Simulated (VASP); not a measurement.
HfSc3, 4 atoms in the cell. The structure is tetragonal, space group I4/mmm (No. 139). Conventional cell: a = 4.115 Å, b = 4.115 Å, c = 9.192 Å, α = 90.00°, β = 90.00°, γ = 90.00°. Within 3.8 Å of Hf (site symmetry 4/mmm) lie 12 Sc at 2.91 to 3.08 Å. Sc (site symmetry 4/mmm) has 4 Hf at 2.91 Å and 8 Sc at 3.08 Å within 3.8 Å. Sc (site symmetry -4m2) has 8 Sc at 2.91 to 3.08 Å and 4 Hf at 3.08 Å within 3.8 Å. 

| Item | Value |
| --- | --- |
| Program | VASP 6.6.1 |
| Task | single point |
| Functional | PBE |
| Potentials or basis | VASP PAW PBE potentials, release 64 (Hf_pv, Sc_sv) |
| Cutoff | 520 eV |
| k mesh | 6 × 6 × 6 |
| Occupations | gaussian, width 0.1 eV |
| Spin | no spin polarisation |
| Dipole correction | no |
| Further INCAR settings | ALGO = Normal; EDIFF = 1e-07; NBANDS = 30 |

Potentials or basis: VASP PAW PBE potentials, release 64 (Hf_pv, Sc_sv).

The run is started by

```console
$ cat potpaw_PBE.64/Hf_pv/POTCAR potpaw_PBE.64/Sc_sv/POTCAR > POTCAR
$ mpirun -np 1 vasp_std > vasp.out
```

Hardware: 1 thread of Intel Xeon 8259CL, with other jobs on the host.

Problem. Estimate the wall time of this run.

Solution. Run time: 3.3 min on 1 thread of Intel Xeon 8259CL (shared host), peak memory 0.27 GiB. Counts: scf iterations 16, k points 30.
